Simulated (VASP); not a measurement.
# YSe (Fm-3m) in VASP: a series of runs

YSe is run at these levels: LDA; tasks: electric field gradients.

Program: VASP 6.6.1. These are calculated values, not measurements. Logs are shortened: lines on timing, memory, paths and dates and some standing lists are left out, and cuts for length are marked.

### Step 1. The cell of the first run

Symmetry: Fm-3m, No. 225, cubic system. The conventional cell has a = 5.750 Å, b = 5.750 Å, c = 5.750 Å, α = 90.00°, β = 90.00°, γ = 90.00°. Y (site symmetry m-3m) has 6 Se at 2.88 Å within 3.8 Å. Within 3.8 Å of Se (site symmetry m-3m) lie 6 Y at 2.88 Å.

### Step 2. Electric field gradients, LDA

Input file INCAR:

```
SYSTEM = YSe
  ALGO = Normal
  EDIFF = 1E-8
  ENCUT = 520
  GGA = CA
  ISIF = 2
  ISMEAR = -1
  LASPH = .True.
  LCHARG = .False.
  LEFG = .True.
  LREAL = .False.
  LWAVE = .False.
  NBANDS = 16
  NELM = 60
  PREC = Accurate
  SIGMA = 0.03
```

Input file KPOINTS:

```
k-points
0
Gamma
  7 7 7
  0 0 0
```

Input file POSCAR:

```
YSe
1.0
    0.0000000000      2.8750000000      2.8750000000
    2.8750000000      0.0000000000      2.8750000000
    2.8750000000      2.8750000000      0.0000000000
Y Se
1 1
Direct
    0.0000000000      0.0000000000      0.0000000000
    0.5000000000      0.5000000000      0.5000000000
```

Potentials or basis: VASP PAW LDA potentials, release 64 (Y_sv, Se).

On the command line:

```console
$ cat potpaw_LDA.64/Y_sv/POTCAR potpaw_LDA.64/Se/POTCAR > POTCAR
$ mpirun -np 1 vasp_std > vasp.out
```

OUTCAR:

```text
SYSTEM = YSe
   EDIFF = 1E-8
   ENCUT = 520
   GGA = CA
   ISIF = 2
   ISMEAR = -1
   LASPH = .True.
   LREAL = .False.
   NELM = 60
   PREC = Accurate

 ion  position               nearest neighbor table
   1  0.000  0.000  0.000-   2 2.88   2 2.88   2 2.88   2 2.88   2 2.88   2 2.88
   2  0.500  0.500  0.500-   1 2.88   1 2.88   1 2.88   1 2.88   1 2.88   1 2.88

  LATTYP: Found a face centered cubic cell.
 ALAT       =     5.7500000000

  Lattice vectors:

 A1 = (   0.0000000000,   2.8750000000,   2.8750000000)
 A2 = (   2.8750000000,   0.0000000000,   2.8750000000)
 A3 = (   2.8750000000,   2.8750000000,   0.0000000000)

Analysis of symmetry for initial positions (statically):
=====================================================================
 Subroutine PRICEL returns:
 Original cell was already a primitive cell.

 Routine SETGRP: Setting up the symmetry group for a
 face centered cubic supercell.

 Subroutine GETGRP returns: Found 48 space group operations
 (whereof 48 operations were pure point group operations)
 out of a pool of 48 trial point group operations.

The static configuration has the point symmetry O_h .

Analysis of symmetry for dynamics (positions and initial velocities):
=====================================================================
 Subroutine PRICEL returns:
 Original cell was already a primitive cell.

 Routine SETGRP: Setting up the symmetry group for a
 face centered cubic supercell.

 Subroutine GETGRP returns: Found 48 space group operations
 (whereof 48 operations were pure point group operations)
 out of a pool of 48 trial point group operations.

The dynamic configuration has the point symmetry O_h .

 Subroutine INISYM returns: Found 48 space group operations
 (whereof 48 operations are pure point group operations),
 and found     1 'primitive' translations

----------------------------------------------------------------------------------------

                                     Primitive cell

  volume of cell :      47.5273

  direct lattice vectors                    reciprocal lattice vectors
     0.000000000  2.875000000  2.875000000    -0.173913043  0.173913043  0.173913043
     2.875000000  0.000000000  2.875000000     0.173913043 -0.173913043  0.173913043
     2.875000000  2.875000000  0.000000000     0.173913043  0.173913043 -0.173913043

  length of vectors
     4.065863992  4.065863992  4.065863992     0.301226227  0.301226227  0.301226227

  position of ions in fractional coordinates (direct lattice)
     0.000000000  0.000000000  0.000000000
     0.500000000  0.500000000  0.500000000

  ion indices of the primitive-cell ions
   primitive index   ion index
                 1           1
                 2           2

----------------------------------------------------------------------------------------

 KPOINTS: k-points

Automatic generation of k-mesh.
 Grid dimensions read from file:
 generate k-points for:    7    7    7

 Generating k-lattice:

  Cartesian coordinates                     Fractional coordinates (reciprocal lattice)
    -0.024844720  0.024844720  0.024844720     0.142857143  0.000000000  0.000000000
     0.024844720 -0.024844720  0.024844720     0.000000000  0.142857143  0.000000000
     0.024844720  0.024844720 -0.024844720     0.000000000  0.000000000  0.142857143

  Length of vectors
     0.043032318  0.043032318  0.043032318

  Shift w.r.t. Gamma in fractional coordinates (k-lattice)
     0.000000000  0.000000000  0.000000000

 Subroutine IBZKPT returns following result:
 ===========================================

 Found     20 irreducible k-points:

 Following reciprocal coordinates:
            Coordinates               Weight
  0.000000  0.000000  0.000000      1.000000
  0.142857  0.000000  0.000000      8.000000
  0.285714  0.000000  0.000000      8.000000
  0.428571  0.000000  0.000000      8.000000
  0.142857  0.142857  0.000000      6.000000
  0.285714  0.142857  0.000000     24.000000
[... 12 lines left out ...]
 -0.428571  0.428571  0.142857     24.000000
 -0.285714  0.428571  0.142857     24.000000
   k-points           NKPTS =     20   k-points in BZ     NKDIM =     20   number of bands    NBANDS=     16
   number of dos      NEDOS =    301   number of ions     NIONS =      2
   total plane-waves  NPLWV =  27000
   dimension x,y,z NGX =    30 NGY =   30 NGZ =   30
   dimension x,y,z NGXF=    60 NGYF=   60 NGZF=   60
   ions per type =               1   1
   NGX,Y,Z   is equivalent  to a cutoff of  12.27, 12.27, 12.27 a.u.
   NGXF,Y,Z  is equivalent  to a cutoff of  24.53, 24.53, 24.53 a.u.
 SYSTEM =  YSe
   PREC   = accura    normal or accurate (medium, high low for compatibility)
   ISTART =      0    job   : 0-new  1-cont  2-samecut
   ICHARG =      2    charge: 1-file 2-atom 10-const
   ISPIN  =      1    spin polarized calculation?
   LNONCOLLINEAR =      F non collinear calculations
   LSORBIT =      F    spin-orbit coupling
   LASPH  =      T    aspherical Exc in radial PAW
   ENCUT  =  520.0 eV  38.22 Ry    6.18 a.u.   7.56  7.56  7.56*2*pi/ulx,y,z
   NELM   =     60;   NELMIN=  2; NELMDL= -5     # of ELM steps
   EDIFF  = 0.1E-07   stopping-criterion for ELM
   LREAL  =      F    real-space projection
   EDIFFG = 0.1E-06   stopping-criterion for IOM
   NSW    =      0    number of steps for IOM
   IBRION =     -1    ionic relax: 0-MD 1-quasi-New 2-CG
   NFREE  =      0    steps in history (QN), initial steepest desc. (CG)
   ISIF   =      2    stress and relaxation
   ISYM   =      2    0-nonsym 1-usesym 2-fastsym
   POTIM  = 0.5000    time-step for ionic-motion
   TEBEG  =    0.0;   TEEND  =   0.0 temperature during run
   PSTRESS=    0.0 pullay stress
   NELECT =      17.0000    total number of electrons
   NUPDOWN=      -1.0000    fix difference up-down
   EMIN   =  10.00;   EMAX   =-10.00  energy-range for DOS
   EFERMI =   0.00;   METHOD = LEGACY
   ISMEAR =    -1;   SIGMA  =   0.03  broadening in eV -4-tet -1-fermi 0-gaus
   EFERMI_NEDOS =   21; number of points for ismear=-14 and -15
   IALGO  =     38    algorithm
   IMIX   =      4    mixing-type and parameters
     AMIX     =   0.40;   BMIX     =  1.00
     AMIX_MAG =   1.60;   BMIX_MAG =  1.00
  volume/ion in A,a.u.               =      23.76       160.37
  Fermi-wavevector in a.u.,A,eV,Ry     =   1.162099  2.196050 18.374329  1.350475
  Thomas-Fermi vector in A             =   2.298664
   LORBIT       =      0    0 simple, 1 ext, 2 COOP (PROOUT), +10 PAW based schemes
   GGA     = CA    functional components
   LHFCALC =     F    Hartree Fock is set to
   AEXX    =    0.0000 exact exchange contribution
   IVDW    =     0    specifies the selected vdW correction
   LEPSILON=     F    determine dielectric tensor
   LRPA    =     F    only Hartree local field effects (RPA)
 non-spin polarized calculation
  energy-cutoff  :      520.00
  volume of cell :       47.53
 maximum number of plane-waves:      1299
 NGX is ok and might be reduce to    30
   NGX = 15   NGY = 15   NGZ = 15

 number of electron      16.9999998 magnetization

 Free energy of the ion-electron system (eV)
  ---------------------------------------------------
  ext. energy  EPLUGINS =         0.00000000
  ---------------------------------------------------
  free energy    TOTEN  =       -14.89522567 eV

  energy without entropy =      -14.89115749  energy(sigma->0) =      -14.89319158

 E-fermi :   5.9713     XC(G=0): -10.4145

 val. band max:        5.8060253283   @ k =   0.1429   0.0000   0.0000
 cond. band min:       5.9901900713   @ k =   0.1429   0.0000   0.0000
 fundamental gap:      0.1841647430
 Fermi energy:         5.9712715102

 k-point     1 :       0.0000    0.0000    0.0000
  band No.  band energies     occupation
      1     -37.5491      2.00000
      2     -17.6376      2.00000
      3     -17.6376      2.00000
      4     -17.6376      2.00000
      5      -9.2441      2.00000
      6       2.8935      2.00000
[... 8 lines left out ...]
     15      12.0862      0.00000
     16      17.8738      0.00000

 k-point     2 :       0.1429    0.0000    0.0000
  band No.  band energies     occupation
      1     -37.5461      2.00000
      2     -17.6932      2.00000
      3     -17.6410      2.00000
      4     -17.6410      2.00000
      5      -9.0644      2.00000
      6       1.7631      2.00000
[... 8 lines left out ...]
     15      12.8248      0.00000
     16      15.8826      0.00000

 k-point     3 :       0.2857    0.0000    0.0000
  band No.  band energies     occupation
      1     -37.5393      2.00000
      2     -17.8136      2.00000
      3     -17.6485      2.00000
      4     -17.6485      2.00000
      5      -8.6362      2.00000
      6       0.1835      2.00000
[... 8 lines left out ...]
     15      12.9974      0.00000
     16      14.1685      0.00000

 k-point     4 :       0.4286    0.0000    0.0000
  band No.  band energies     occupation
      1     -37.5339      2.00000
      2     -17.9061      2.00000
      3     -17.6546      2.00000
      4     -17.6546      2.00000
      5      -8.2580      2.00000
      6      -0.7966      2.00000
[... 8 lines left out ...]
     15      12.1604      0.00000
     16      12.1604      0.00000

 k-point     5 :       0.1429    0.1429    0.0000
  band No.  band energies     occupation
      1     -37.5451      2.00000
      2     -17.6883      2.00000
      3     -17.6525      2.00000
      4     -17.6525      2.00000
      5      -9.0262      2.00000
      6       1.3166      2.00000
[... 8 lines left out ...]
     15      13.0983      0.00000
     16      15.8421      0.00000

 k-point     6 :       0.2857    0.1429    0.0000
  band No.  band energies     occupation
      1     -37.5396      2.00000
      2     -17.7739      2.00000
      3     -17.6652      2.00000
      4     -17.6599      2.00000
      5      -8.7362      2.00000
      6       0.3868      2.00000
[... 8 lines left out ...]
     15      13.1926      0.00000
     16      14.1851      0.00000
[... 191 lines left out ...]
 k-point    17 :       0.4286    0.2857    0.1429
  band No.  band energies     occupation
      1     -37.5345      2.00000
      2     -17.8151      2.00000
      3     -17.7060      2.00000
      4     -17.6666      2.00000
      5      -8.5386      2.00000
      6      -0.0119      2.00000
[... 8 lines left out ...]
     15      12.2485      0.00000
     16      13.4790      0.00000

 k-point    18 :      -0.4286    0.2857    0.1429
  band No.  band energies     occupation
      1     -37.5305      2.00000
      2     -17.8473      2.00000
      3     -17.7286      2.00000
      4     -17.6818      2.00000
      5      -8.3785      2.00000
      6      -0.1590      2.00000
[... 8 lines left out ...]
     15      12.3627      0.00000
     16      13.2346      0.00000

 k-point    19 :      -0.4286    0.4286    0.1429
  band No.  band energies     occupation
      1     -37.5287      2.00000
      2     -17.8201      2.00000
      3     -17.7357      2.00000
      4     -17.7167      2.00000
      5      -8.5192      2.00000
      6       0.3864      2.00000
[... 8 lines left out ...]
     15      12.8486      0.00000
     16      14.2773      0.00000

 k-point    20 :      -0.2857    0.4286    0.1429
  band No.  band energies     occupation
      1     -37.5282      2.00000
      2     -17.7901      2.00000
      3     -17.7858      2.00000
      4     -17.7102      2.00000
      5      -8.4367      2.00000
      6       0.4508      2.00000
[... 8 lines left out ...]
     15      13.0785      0.00000
     16      13.2215      0.00000

------------------------ aborting loop because EDIFF is reached ----------------------------------------

  FORCE on cell =-STRESS in cart. coord.  units (eV):
  Direction    XX          YY          ZZ          XY          YZ          ZX
  --------------------------------------------------------------------------------------
  -------------------------------------------------------------------------------------
  Total       -1.3338811     -1.3338811     -1.3338811      0.0000000      0.0000000     -0.0000000
  in kB      -44.9659913    -44.9659913    -44.9659913      0.0000000      0.0000000     -0.0000000
  external PRESSURE =     -44.9659913 kB  Pullay stress =       0.0000000 kB

 VOLUME and BASIS-vectors are now :
 -----------------------------------------------------------------------------
  energy-cutoff  :      520.00
  volume of cell :       47.53
      direct lattice vectors                 reciprocal lattice vectors
     0.000000000  2.875000000  2.875000000    -0.173913043  0.173913043  0.173913043
     2.875000000  0.000000000  2.875000000     0.173913043 -0.173913043  0.173913043
     2.875000000  2.875000000  0.000000000     0.173913043  0.173913043 -0.173913043

 POSITION                                       TOTAL-FORCE (eV/Angst)
 -----------------------------------------------------------------------------------
      0.00000      0.00000      0.00000         0.000000     -0.000000     -0.000000
      2.87500      2.87500      2.87500        -0.000000      0.000000      0.000000
 -----------------------------------------------------------------------------------
    total drift:                               -0.000000      0.000000      0.000000

  FREE ENERGIE OF THE ION-ELECTRON SYSTEM (eV)
  ---------------------------------------------------
  free  energy   TOTEN  =       -14.8952256670 eV

  energy  without entropy=      -14.8911574942  energy(sigma->0) =      -14.89319158

 Electric field gradients (V/A^2)
---------------------------------------------------------------------
 ion       V_xx      V_yy      V_zz      V_xy      V_xz      V_yz
---------------------------------------------------------------------
   1       0.000    -0.000     0.000     0.000     0.000     0.000
   2       0.000     0.000     0.000    -0.000    -0.000    -0.000
---------------------------------------------------------------------

 Electric field gradients after diagonalization (V/A^2)
 (convention: |V_zz| > |V_xx| > |V_yy|)
----------------------------------------------------------------------
 ion       V_xx      V_yy      V_zz     asymmetry (V_yy - V_xx)/ V_zz
----------------------------------------------------------------------
   1      -0.000    -0.000     0.000       0.000
   2       0.000     0.000    -0.001       0.000
----------------------------------------------------------------------

           NMR quadrupolar parameters

 Cq : quadrupolar parameter    Cq=e*Q*V_zz/h
 eta: asymmetry parameters     (V_yy - V_xx)/ V_zz
 Q  : nuclear electric quadrupole moment in mb (millibarn)
----------------------------------------------------------------------
 ion       Cq(MHz)       eta       Q (mb)
----------------------------------------------------------------------
   1       0.000       0.000       1.000
   2      -0.000       0.000       1.000
----------------------------------------------------------------------
```

Wall time 19 s (1 thread of Intel Xeon Platinum 8259CL at 2.50GHz (Skylake/Cascade Lake), shared host); peak memory 0.17 GiB.

What came out:

```yaml
Free_energy: -14.8952 eV
Pressure: -4.5 GPa
```

Levels at points of the mesh, in eV from the Fermi level:
```csv
k point,band 5,band 6,band 7,band 8,band 9,band 10,band 11,band 12,band 13,band 14
"(0.00, 0.00, 0.00)",-15.22,-3.08,-3.08,-3.08,-0.33,-0.33,-0.33,0.44,0.44,0.50
```

Caveat: without QUAD_EFG the Cq values of the log hold for a quadrupole moment of 1 mb, not for the nuclei.

### Step 3. Electric field gradients, LDA

Input file INCAR:

```
SYSTEM = YSe
ALGO = Normal ; EDIFF = 1E-8
ENCUT = 520 ; ISIF = 2
ISMEAR = -1 ; LASPH = .TRUE.
LCHARG = .FALSE. ; LEFG = .TRUE.
LREAL = .FALSE. ; LWAVE = .FALSE.
NBANDS = 16 ; NELM = 100
PREC = Accurate ; SIGMA = 0.03
```

Input file KPOINTS:

```
k-points
0
G
  7 7 7
  0 0 0
```

POSCAR is that of step 2.

Potentials or basis: VASP PAW LDA potentials, release 64 (Y_sv, Se).

On the command line:

```console
$ cat potpaw_LDA.64/Y_sv/POTCAR potpaw_LDA.64/Se/POTCAR > POTCAR
$ mpirun -np 1 vasp_std > vasp.out
```

OUTCAR:

```text
SYSTEM = YSe
   EDIFF = 1E-8
   ENCUT = 520
   ISIF = 2
   ISMEAR = -1
   LASPH = .TRUE.
   LREAL = .FALSE.
   NELM = 100
   PREC = Accurate

 ion  position               nearest neighbor table
   1  0.000  0.000  0.000-   2 2.88   2 2.88   2 2.88   2 2.88   2 2.88   2 2.88
   2  0.500  0.500  0.500-   1 2.88   1 2.88   1 2.88   1 2.88   1 2.88   1 2.88

  LATTYP: Found a face centered cubic cell.
 ALAT       =     5.7500000000

  Lattice vectors:

 A1 = (   0.0000000000,   2.8750000000,   2.8750000000)
 A2 = (   2.8750000000,   0.0000000000,   2.8750000000)
 A3 = (   2.8750000000,   2.8750000000,   0.0000000000)

Analysis of symmetry for initial positions (statically):
[... 585 lines left out ...]
  energy  without entropy=      -14.8911574942  energy(sigma->0) =      -14.89319158

 Electric field gradients (V/A^2)
---------------------------------------------------------------------
 ion       V_xx      V_yy      V_zz      V_xy      V_xz      V_yz
---------------------------------------------------------------------
   1       0.000    -0.000     0.000     0.000     0.000     0.000
   2       0.000     0.000     0.000    -0.000    -0.000    -0.000
---------------------------------------------------------------------

 Electric field gradients after diagonalization (V/A^2)
 (convention: |V_zz| > |V_xx| > |V_yy|)
----------------------------------------------------------------------
 ion       V_xx      V_yy      V_zz     asymmetry (V_yy - V_xx)/ V_zz
----------------------------------------------------------------------
   1      -0.000    -0.000     0.000       0.000
   2       0.000     0.000    -0.001       0.000
----------------------------------------------------------------------

           NMR quadrupolar parameters

 Cq : quadrupolar parameter    Cq=e*Q*V_zz/h
 eta: asymmetry parameters     (V_yy - V_xx)/ V_zz
 Q  : nuclear electric quadrupole moment in mb (millibarn)
----------------------------------------------------------------------
 ion       Cq(MHz)       eta       Q (mb)
----------------------------------------------------------------------
   1       0.000       0.000       1.000
   2      -0.000       0.000       1.000
----------------------------------------------------------------------
```

OSZICAR:

```text
N       E                     dE             d eps       ncg     rms          rms(c)
DAV:   1     0.592865957654E+02    0.59287E+02   -0.78856E+03   640   0.971E+02
DAV:   2    -0.122776686144E+02   -0.71564E+02   -0.67716E+02   896   0.204E+02
DAV:   3    -0.154713371217E+02   -0.31937E+01   -0.31747E+01   800   0.339E+01
DAV:   4    -0.155605940548E+02   -0.89257E-01   -0.89216E-01   848   0.571E+00
DAV:   5    -0.155630033360E+02   -0.24093E-02   -0.24092E-02   824   0.833E-01    0.239E+01
DAV:   6    -0.149707114620E+02    0.59229E+00   -0.72469E-01   696   0.520E+00    0.174E+01
DAV:   7    -0.149114414382E+02    0.59270E-01   -0.39853E-01   896   0.379E+00    0.444E+00
DAV:   8    -0.148960562263E+02    0.15385E-01   -0.91486E-02   704   0.190E+00    0.281E-01
DAV:   9    -0.148953096945E+02    0.74653E-03   -0.61199E-03   776   0.534E-01    0.152E-01
DAV:  10    -0.148952242784E+02    0.85416E-04   -0.40278E-04   824   0.162E-01    0.139E-01
DAV:  11    -0.148952267707E+02   -0.24922E-05   -0.49909E-05   760   0.565E-02    0.639E-02
DAV:  12    -0.148952262352E+02    0.53544E-06   -0.73225E-06   768   0.195E-02    0.848E-03
DAV:  13    -0.148952256814E+02    0.55378E-06   -0.10172E-06   768   0.687E-03    0.247E-03
DAV:  14    -0.148952256681E+02    0.13378E-07   -0.19258E-07   832   0.290E-03    0.156E-03
DAV:  15    -0.148952256670E+02    0.10132E-08   -0.13208E-08   616   0.830E-04
   1 F= -.14895226E+02 E0= -.14893192E+02  d E =-.406817E-02
```

It took 17 s on 1 thread of Intel Xeon Platinum 8259CL at 2.50GHz (Skylake/Cascade Lake), shared host; peak memory 0.17 GiB.

Results:

```
Free energy : -14.8952 eV
Pressure    : -4.5 GPa
```

Caveat: without QUAD_EFG the Cq values of the log hold for a quadrupole moment of 1 mb, not for the nuclei.

(Continued in part 2 of 3.)
